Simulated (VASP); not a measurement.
Set up this calculation in VASP 6.6.1, as the native input.

* Task: single point
* Functional: PBE
* Potentials or basis: VASP PAW PBE potentials, release 64 (Rb_sv, Hf_pv, Cl)
* Cutoff: 520 eV
* k mesh: 4 × 4 × 2
* Occupations: gaussian, width 0.1 eV
* Spin: no spin polarisation
* Dipole correction: no
* Further INCAR settings: ALGO = Normal; EDIFF = 1e-07; NBANDS = 36

The structure of RbHfCl5 lies in POSCAR:

```
RbHfCl5
1.0
    4.6914363900      0.0000000000      0.0000000000
    0.0000000000      4.6914363900      0.0000000000
    0.0000000000      0.0000000000      8.2322627300
Rb Hf Cl
1 1 5
Direct
    0.0000000000      0.0000000000      0.5000000000
    0.5000000000      0.5000000000      0.0000000000
    0.0000000000      0.5000000000      0.2839645700
    0.0000000000      0.5000000000      0.7160354300
    0.5000000000      0.0000000000      0.2839645700
    0.5000000000      0.0000000000      0.7160354300
    0.0000000000      0.0000000000      0.0000000000
```

The cell was generated, and may not be a known phase.

One way to write it, as run:

INCAR

```
SYSTEM = RbHfCl5
ALGO = Normal
EDIFF = 1E-7
ENCUT = 520
GGA = PE
ISIF = 2
ISMEAR = 0
LASPH = .TRUE.
LCHARG = .FALSE.
LREAL = .FALSE.
LWAVE = .FALSE.
NBANDS = 36
NELM = 60
PREC = Accurate
SIGMA = 0.1
```

KPOINTS

```
k-points
0
G
  4 4 2
  0 0 0
```

Potentials or basis: VASP PAW PBE potentials, release 64 (Rb_sv, Hf_pv, Cl).

Run with:

```sh
$ cat potpaw_PBE.64/Rb_sv/POTCAR potpaw_PBE.64/Hf_pv/POTCAR potpaw_PBE.64/Cl/POTCAR > POTCAR
$ mpirun -np 1 vasp_std > vasp.out
```

It gave:

```json
{"Pressure": "-3.2 GPa", "Largest force": "2.347 eV/Å", "Band gap on the k mesh": "0.32 eV (least direct gap 0.49 eV)"}
```

Caveat: the stress differs along the axes, from -7 to -1 GPa; semilocal functionals underestimate gaps, and a narrow one can read as zero; spin-orbit coupling is left out, which moves the levels of the heavy elements; forces of over 1 eV/Å act on the atoms, so gaps and moduli don't describe the material at rest.

Wall time 2.3 min on 1 thread of Oxide Virtual Turin-like Processor, with other jobs on the host, peak memory 0.28 GiB.
